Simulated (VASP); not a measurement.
Write the native input for VASP 6.6.1 that does the following.

```yaml
Task: single point
Functional: PBE
Potentials_or_basis: VASP PAW PBE potentials, release 64 (Ni, Si)
Cutoff: 400 eV
k_mesh: 1 × 1 × 1, shifted
Occupations: fermi-dirac, width 0.1543 eV
Spin: no spin polarisation
Dipole_correction: no
Further_INCAR_settings: LREAL = Auto; ALGO = Normal; EDIFF = 1e-06; NBANDS = 98; ISYM = -1
```

The structure of Si3Ni7 lies in POSCAR:

```
Si3Ni7
1.0
    6.3191000000      0.0520890000     -0.0979460000
    0.0520890000      6.2804780000      0.1071670000
   -0.0979460000      0.1071670000      6.3162060000
Ni Si
14 6
Direct
    0.2875864617      0.2028218309      0.7112531061
    0.4155916319      0.7329492728      0.3348648798
    0.6093956033      0.3947958854      0.5951675375
    0.3797666408      0.1857547977      0.3238535664
    1.1434855948      0.4817577024      0.4359861462
    0.1748977068      0.4001047377      0.0434438817
    0.7779590206      0.7228538210      0.5888507909
    0.9988570000      0.7292234328      0.1964019793
    0.6943827512      0.9724197385      0.1281973240
    0.8258220934      0.1263331490      0.5393375748
    0.1201236947      0.8810016789      0.5235960209
    0.2312427841      0.9564127275      0.0026939310
    0.2603650061      0.6646098076      0.7474462473
    0.6579534510      0.3998937933      0.2341363614
    0.5082131469      0.9551077609      0.6226114873
    0.9369639351      0.4108916396      0.7510948575
    0.9969313905      0.1442666690      0.2596620211
    0.5697945549      0.6813927584     -0.0134580348
    0.4982243337      0.2585719293     -0.0519966096
    0.9353757703      0.9034202815      0.8056305437
```

The input as run:

INCAR

```
PREC = Accurate
ENCUT = 400
EDIFF = 1E-6
ISMEAR = -1
SIGMA = 0.1543
LREAL = Auto
LASPH = T
NELM = 120
ALGO = Normal
ISIF = 2
LWAVE = F
LCHARG = T
GGA = PE
LELF = T
LVHAR = T
NBANDS = 98
ISYM = -1
GGA_COMPAT = F
```

KPOINTS

```
explicit points
1
Reciprocal
  0.25000000   0.25000000   0.25000000 1
```

Potentials or basis: VASP PAW PBE potentials, release 64 (Ni, Si).

Command:

```bash
$ cat potpaw_PBE.64/Ni/POTCAR potpaw_PBE.64/Si/POTCAR > POTCAR
$ mpirun -np 1 vasp_std > vasp.out
```

Results of the run:

```
Pressure      : -1.4 GPa
Largest force : 3.810 eV/Å
```

Caveat: the atoms stand as in a frame of molecular dynamics.

It took 100 s on 1 thread of Intel Xeon 8259CL, with other jobs on the host, peak memory 0.22 GiB.
